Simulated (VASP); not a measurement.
Crystal: TiC3.

```
Ti C
1.0
     0.00000    3.12215    3.12215
     3.12215    0.00000    3.12215
     3.12215    3.12215    0.00000
Ti C
1 3
Direct
  0.00000 0.00000 0.00000
  0.50000 0.50000 0.50000
  0.25000 0.25000 0.25000
  0.75000 0.75000 0.75000
```

* Program: VASP 6.6.1
* Task: relaxation of cell and atoms
* Functional: PBE
* Potentials or basis: VASP PAW PBE potentials, release 64 (Ti_sv, C)
* Cutoff: 600 eV
* k mesh: 6 × 6 × 6
* Occupations: gaussian, width 0.1 eV
* Spin: no spin polarisation

At the start: pressure -33.8 GPa; volume 15.22 Å³/atom.

Q: Where does the relaxation end?

A: Over 3 steps the energy falls by 1061.1 meV/atom and the volume is 8.90 Å³/atom (-41.5 %); space group Fm-3m (No. 225, to 0.05 Å).

The path:
```tsv
step	energy change (eV)	largest force (eV/Å)	pressure (GPa)	volume (Å³)
1	0.0000	0.0000	-33.84	60.87
2	-4.2228	0.0000	-5.81	36.72
3	-4.2445	0.0000	-0.34	35.62
```

Final structure:
```xyz
4
Lattice="0.0000 2.6114 2.6114 2.6114 0.0000 2.6114 2.6114 2.6114 0.0000" Properties=species:S:1:pos:R:3 pbc="T T T"
Ti    0.0000    0.0000    0.0000
C     2.6114    2.6114    2.6114
C     1.3057    1.3057    1.3057
C     3.9171    3.9171    3.9171
```

Caveat: the volume moved by over 15 % at a fixed basis, so the end points are rough.
